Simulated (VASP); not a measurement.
# Be3Se2S (P6_3mc) in VASP: relaxation of cell and atoms with PBE

Aim: the relaxation of cell and atoms of Be3Se2S with PBE.

Program: VASP 6.6.1. These are calculated values, not measurements. Logs are shortened: lines on timing, memory, paths and dates and some standing lists are left out, and cuts for length are marked.

### 1 The cell of the first run

Symmetry: P6_3mc, No. 186, hexagonal system. Conventional cell: a = 3.594 Å, b = 3.594 Å, c = 17.667 Å, α = 90.00°, β = 90.00°, γ = 120.00°. Within 2.8 Å of Be (site symmetry 3m) lie 1 S at 2.12 Å and 3 Se at 2.22 Å. Be (site symmetry 3m) has 4 Se at 2.22 to 2.24 Å within 2.9 Å. Within 2.9 Å of Be (site symmetry 3m) lie 3 S at 2.17 Å and 1 Se at 2.25 Å. Within 2.9 Å of Se (site symmetry 3m) lie 4 Be at 2.22 to 2.24 Å. Se (site symmetry 3m) has 4 Be at 2.22 to 2.25 Å within 2.9 Å. Within 2.8 Å of S (site symmetry 3m) lie 4 Be at 2.12 to 2.17 Å.

### 2 Relaxation of cell and atoms, PBE

INCAR

```
SYSTEM = Be3Se2S
PREC = Accurate
ENCUT = 600
EDIFF = 1E-7
ISMEAR = 0
SIGMA = 0.02
LREAL = .FALSE.
LASPH = .TRUE.
NELM = 120
ALGO = Normal
ISIF = 3
LWAVE = .FALSE.
LCHARG = .FALSE.
GGA = PE
IBRION = 2
NSW = 100
EDIFFG = -0.01
GGA_COMPAT = .FALSE.
NELMIN = 4
```

KPOINTS

```
regular mesh
0
G
  6 6 2
  0 0 0
```

POSCAR

```
Be3Se2S
1.0
    3.5944385994      0.0000000000      0.0000000000
   -1.7972192997      3.1128751394      0.0000000000
    0.0000000000      0.0000000000     17.6668551299
Be Se S
6 4 2
Direct
    0.6666666667      0.3333333333      0.6200867140
    0.3333333333      0.6666666667      0.7915745535
    0.6666666667      0.3333333333      0.9631943596
    0.3333333333      0.6666666667      0.4631943596
    0.6666666667      0.3333333333      0.2915745535
    0.3333333333      0.6666666667      0.1200867140
    0.3333333333      0.6666666667      0.6645019212
    0.6666666667      0.3333333333      0.8356403230
    0.3333333333      0.6666666667      0.3356403230
    0.6666666667      0.3333333333      0.1645019212
    0.3333333333      0.6666666667      0.0000021288
    0.6666666667      0.3333333333      0.5000021288
```

Potentials or basis: VASP PAW PBE potentials, release 64 (Be, Se, S).

Started as:

```
$ cat potpaw_PBE.64/Be/POTCAR potpaw_PBE.64/Se/POTCAR potpaw_PBE.64/S/POTCAR > POTCAR
$ mpirun -np 1 vasp_std > vasp.out
```

OUTCAR:

```text
SYSTEM = Be3Se2S
   PREC = Accurate
   ENCUT = 600
   EDIFF = 1E-7
   ISMEAR = 0
   LREAL = .FALSE.
   LASPH = .TRUE.
   NELM = 120
   ISIF = 3
   GGA = PE
   IBRION = 2
   NSW = 100
   EDIFFG = -0.01
   NELMIN = 4

 ion  position               nearest neighbor table
   1  0.667  0.333  0.620-  12 2.12   7 2.22   7 2.22   7 2.22
   2  0.333  0.667  0.792-   8 2.22   8 2.22   8 2.22   7 2.24
   3  0.667  0.333  0.963-  11 2.17  11 2.17  11 2.17   8 2.25
   4  0.333  0.667  0.463-  12 2.17  12 2.17  12 2.17   9 2.25
   5  0.667  0.333  0.292-   9 2.22   9 2.22   9 2.22  10 2.24
   6  0.333  0.667  0.120-  11 2.12  10 2.22  10 2.22  10 2.22
   7  0.333  0.667  0.665-   1 2.22   1 2.22   1 2.22   2 2.24
   8  0.667  0.333  0.836-   2 2.22   2 2.22   2 2.22   3 2.25
   9  0.333  0.667  0.336-   5 2.22   5 2.22   5 2.22   4 2.25
  10  0.667  0.333  0.165-   6 2.22   6 2.22   6 2.22   5 2.24
  11  0.333  0.667  0.000-   6 2.12   3 2.17   3 2.17   3 2.17
  12  0.667  0.333  0.500-   1 2.12   4 2.17   4 2.17   4 2.17

  LATTYP: Found a hexagonal cell.
 ALAT       =     3.5944385994
 C/A-ratio  =     4.9150526964

  Lattice vectors:

 A1 = (   3.5944385994,   0.0000000000,   0.0000000000)
 A2 = (  -1.7972192997,   3.1128751394,   0.0000000000)
 A3 = (   0.0000000000,   0.0000000000,  17.6668551299)

Analysis of symmetry for initial positions (statically):
=====================================================================
 Subroutine PRICEL returns:
 Original cell was already a primitive cell.

 Routine SETGRP: Setting up the symmetry group for a
 hexagonal supercell.

 Subroutine GETGRP returns: Found 12 space group operations
 (whereof  6 operations were pure point group operations)
 out of a pool of 24 trial point group operations.

The static configuration has the point symmetry C_3v.
 The point group associated with its full space group is C_6v.

Analysis of symmetry for dynamics (positions and initial velocities):
=====================================================================
 Subroutine PRICEL returns:
 Original cell was already a primitive cell.

 Routine SETGRP: Setting up the symmetry group for a
 hexagonal supercell.

 Subroutine GETGRP returns: Found 12 space group operations
 (whereof  6 operations were pure point group operations)
 out of a pool of 24 trial point group operations.

The dynamic configuration has the point symmetry C_3v.
 The point group associated with its full space group is C_6v.

 Subroutine INISYM returns: Found 12 space group operations
 (whereof  6 operations are pure point group operations),
 and found     1 'primitive' translations

----------------------------------------------------------------------------------------

                                     Primitive cell

  volume of cell :     197.6751

  direct lattice vectors                    reciprocal lattice vectors
     3.594438599  0.000000000  0.000000000     0.278207562  0.160623211  0.000000000
    -1.797219300  3.112875139  0.000000000     0.000000000  0.321246422  0.000000000
     0.000000000  0.000000000 17.666855130     0.000000000  0.000000000  0.056603170

  length of vectors
     3.594438599  3.594438599 17.666855130     0.321246422  0.321246422  0.056603170

  position of ions in fractional coordinates (direct lattice)
     0.666666667  0.333333333  0.620086714
     0.333333333  0.666666667  0.791574553
     0.666666667  0.333333333  0.963194360
     0.333333333  0.666666667  0.463194360
     0.666666667  0.333333333  0.291574553
     0.333333333  0.666666667  0.120086714
     0.333333333  0.666666667  0.664501921
     0.666666667  0.333333333  0.835640323
     0.333333333  0.666666667  0.335640323
     0.666666667  0.333333333  0.164501921
     0.333333333  0.666666667  0.000002129
     0.666666667  0.333333333  0.500002129

  ion indices of the primitive-cell ions
   primitive index   ion index
                 1           1
                 2           2
                 3           3
                 4           4
                 5           5
                 6           6
                 7           7
                 8           8
                 9           9
                10          10
                11          11
                12          12

----------------------------------------------------------------------------------------

 KPOINTS: regular mesh

Automatic generation of k-mesh.
 Grid dimensions read from file:
 generate k-points for:    6    6    2

 Generating k-lattice:

  Cartesian coordinates                     Fractional coordinates (reciprocal lattice)
     0.046367927  0.026770535  0.000000000     0.166666667  0.000000000  0.000000000
     0.000000000  0.053541070  0.000000000     0.000000000  0.166666667  0.000000000
     0.000000000  0.000000000  0.028301585     0.000000000  0.000000000  0.500000000

  Length of vectors
     0.053541070  0.053541070  0.028301585

  Shift w.r.t. Gamma in fractional coordinates (k-lattice)
     0.000000000  0.000000000  0.000000000

 Subroutine IBZKPT returns following result:
 ===========================================

 Found     14 irreducible k-points:

 Following reciprocal coordinates:
            Coordinates               Weight
  0.000000  0.000000  0.000000      1.000000
  0.166667  0.000000  0.000000      6.000000
  0.333333  0.000000  0.000000      6.000000
  0.500000  0.000000  0.000000      3.000000
  0.166667  0.166667  0.000000      6.000000
  0.333333  0.166667  0.000000     12.000000
  0.333333  0.333333  0.000000      2.000000
  0.000000  0.000000  0.500000      1.000000
  0.166667  0.000000  0.500000      6.000000
  0.333333  0.000000  0.500000      6.000000
  0.500000  0.000000  0.500000      3.000000
  0.166667  0.166667  0.500000      6.000000
  0.333333  0.166667  0.500000     12.000000
  0.333333  0.333333  0.500000      2.000000
   k-points           NKPTS =     14   k-points in BZ     NKDIM =     14   number of bands    NBANDS=     31
   number of dos      NEDOS =    301   number of ions     NIONS =     12
   total plane-waves  NPLWV = 129600
   dimension x,y,z NGX =    30 NGY =   30 NGZ =  144
   dimension x,y,z NGXF=    60 NGYF=   60 NGZF=  288
   ions per type =               6   4   2
   NGX,Y,Z   is equivalent  to a cutoff of  13.88, 13.88, 13.55 a.u.
   NGXF,Y,Z  is equivalent  to a cutoff of  27.75, 27.75, 27.10 a.u.
 SYSTEM =  Be3Se2S
   PREC   = accura    normal or accurate (medium, high low for compatibility)
   ISTART =      0    job   : 0-new  1-cont  2-samecut
   ICHARG =      2    charge: 1-file 2-atom 10-const
   ISPIN  =      1    spin polarized calculation?
   LNONCOLLINEAR =      F non collinear calculations
   LSORBIT =      F    spin-orbit coupling
   LASPH  =      T    aspherical Exc in radial PAW
   ENCUT  =  600.0 eV  44.10 Ry    6.64 a.u.   7.18  7.18 35.29*2*pi/ulx,y,z
   NELM   =    120;   NELMIN=  4; NELMDL= -5     # of ELM steps
   EDIFF  = 0.1E-06   stopping-criterion for ELM
   LREAL  =      F    real-space projection
   EDIFFG = -.1E-01   stopping-criterion for IOM
   NSW    =    100    number of steps for IOM
   IBRION =      2    ionic relax: 0-MD 1-quasi-New 2-CG
   NFREE  =      1    steps in history (QN), initial steepest desc. (CG)
   ISIF   =      3    stress and relaxation
   ISYM   =      2    0-nonsym 1-usesym 2-fastsym
   POTIM  = 0.5000    time-step for ionic-motion
   TEBEG  =    0.0;   TEEND  =   0.0 temperature during run
   PSTRESS=    0.0 pullay stress
   NELECT =      48.0000    total number of electrons
   NUPDOWN=      -1.0000    fix difference up-down
   EMIN   =  10.00;   EMAX   =-10.00  energy-range for DOS
   EFERMI =   0.00;   METHOD = LEGACY
   ISMEAR =     0;   SIGMA  =   0.02  broadening in eV -4-tet -1-fermi 0-gaus
   EFERMI_NEDOS =   21; number of points for ismear=-14 and -15
   IALGO  =     38    algorithm
   IMIX   =      4    mixing-type and parameters
     AMIX     =   0.40;   BMIX     =  1.00
     AMIX_MAG =   1.60;   BMIX_MAG =  1.00
  volume/ion in A,a.u.               =      16.47       111.16
  Fermi-wavevector in a.u.,A,eV,Ry     =   1.021342  1.930057 14.192777  1.043140
  Thomas-Fermi vector in A             =   2.154961
   LORBIT       =      0    0 simple, 1 ext, 2 COOP (PROOUT), +10 PAW based schemes
   GGA     = PE    functional components
   LHFCALC =     F    Hartree Fock is set to
   AEXX    =    0.0000 exact exchange contribution
   IVDW    =     0    specifies the selected vdW correction
   LEPSILON=     F    determine dielectric tensor
   LRPA    =     F    only Hartree local field effects (RPA)
 conjugate gradient relaxation of ions
 non-spin polarized calculation
 Gauss-broadening in eV      SIGMA  =   0.02
  energy-cutoff  :      600.00
  volume of cell :      197.68
 maximum number of plane-waves:      6633
 NGX is ok and might be reduce to    30
   NGX = 15   NGY = 15   NGZ = 71

--------------------------------------- Ionic step        1  -------------------------------------------

 number of electron      48.0000005 magnetization

 Free energy of the ion-electron system (eV)
  ---------------------------------------------------
  ext. energy  EPLUGINS =         0.00000000
  ---------------------------------------------------
  free energy    TOTEN  =       -55.17903417 eV

  energy without entropy =      -55.17903417  energy(sigma->0) =      -55.17903417

------------------------ aborting loop because EDIFF is reached ----------------------------------------

  FORCE on cell =-STRESS in cart. coord.  units (eV):
  Direction    XX          YY          ZZ          XY          YZ          ZX
  --------------------------------------------------------------------------------------
  -------------------------------------------------------------------------------------
  Total       -0.5234720     -0.5234720      0.3266871      0.0000000      0.0000000      0.0000000
  in kB       -4.2427943     -4.2427943      2.6478326      0.0000000      0.0000000      0.0000000
  external PRESSURE =      -1.9459187 kB  Pullay stress =       0.0000000 kB
[... 261 lines left out ...]
  energy  without entropy=      -55.1816596101  energy(sigma->0) =      -55.18165961

--------------------------------------- Ionic step        7  -------------------------------------------

 number of electron      48.0000005 magnetization

 Free energy of the ion-electron system (eV)
  ---------------------------------------------------
  ext. energy  EPLUGINS =         0.00000000
  ---------------------------------------------------
  free energy    TOTEN  =       -55.18167924 eV

  energy without entropy =      -55.18167924  energy(sigma->0) =      -55.18167924

 E-fermi :   3.7881     XC(G=0):  -9.4318

 val. band max:        3.6804313522   @ k =   0.0000   0.0000   0.0000
 cond. band min:       6.9180008080   @ k =   0.5000   0.0000   0.0000
 fundamental gap:      3.2375694558
 Fermi energy:         3.7880821686

 k-point     1 :       0.0000    0.0000    0.0000
  band No.  band energies     occupation
      1     -10.2352      2.00000
      2      -9.9961      2.00000
      3      -9.9324      2.00000
      4      -9.3281      2.00000
      5      -9.2795      2.00000
      6      -8.8752      2.00000
[... 504 lines left out ...]
  FREE ENERGIE OF THE ION-ELECTRON SYSTEM (eV)
  ---------------------------------------------------
  free  energy   TOTEN  =       -55.1816792381 eV

  energy  without entropy=      -55.1816792381  energy(sigma->0) =      -55.18167924

 reached required accuracy - stopping structural energy minimisation
```

It took 23 min on 1 thread of Intel Xeon 8259CL, shared host; peak memory 0.43 GiB.

What came out:

```
Free energy                           : -55.1817 eV
Relaxed volume                        : 16.43 Å³/atom
Relaxed cell                          : a = 3.585 Å, b = 3.585 Å, c = 17.713 Å, α = 90.00°, β = 90.00°, γ = 120.00°
Space group after relaxing (to 0.1 Å) : P6_3mc (No. 186)
Energy gained by relaxing             : 0.2 meV/atom
Ionic steps                           : 7
Pressure after relaxing               : 0.0 GPa
Band gap on the k mesh                : 3.24 eV (least direct gap 3.89 eV)
```

Forces in eV/Å, atoms in the order of the input:
```
Be   0.000  0.000  0.000
Be   0.000  0.000  0.001
Be   0.000  0.000  0.001
Be   0.000  0.000  0.001
Be   0.000  0.000  0.001
Be   0.000  0.000  0.000
Se   0.000  0.000 -0.002
Se   0.000  0.000  0.002
Se   0.000  0.000  0.002
Se   0.000  0.000 -0.002
S    0.000  0.000 -0.001
S    0.000  0.000 -0.001
```

The path:
```csv
step,energy change (eV),largest force (eV/Å),pressure (GPa),volume (Å³)
1,0.0000,0.0795,-0.19,197.68
2,-0.0022,0.0384,0.03,197.10
3,-0.0024,0.0299,0.10,196.95
4,-0.0026,0.0160,0.00,197.17
5,-0.0026,0.0127,-0.02,197.23
6,-0.0026,0.0131,-0.02,197.22
7,-0.0026,0.0024,0.00,197.17
```

Final structure:
```cif
data_structure
_symmetry_space_group_name_H-M 'P 1'
_symmetry_Int_Tables_number 1
_cell_length_a 3.5852
_cell_length_b 3.5852
_cell_length_c 17.7126
_cell_angle_alpha 90.000
_cell_angle_beta 90.000
_cell_angle_gamma 120.000
_cell_volume 197.17
loop_
_atom_site_label
_atom_site_type_symbol
_atom_site_fract_x
_atom_site_fract_y
_atom_site_fract_z
_atom_site_occupancy
Be1 Be 0.66667 0.33333 0.61967 1
Be2 Be 0.33333 0.66667 0.79152 1
Be3 Be 0.66667 0.33333 0.96319 1
Be4 Be 0.33333 0.66667 0.46319 1
Be5 Be 0.66667 0.33333 0.29152 1
Be6 Be 0.33333 0.66667 0.11968 1
Se1 Se 0.33333 0.66667 0.66472 1
Se2 Se 0.66667 0.33333 0.83569 1
Se3 Se 0.33333 0.66667 0.33569 1
Se4 Se 0.66667 0.33333 0.16472 1
S1 S 0.33333 0.66667 0.00020 1
S2 S 0.66667 0.33333 0.50020 1
```
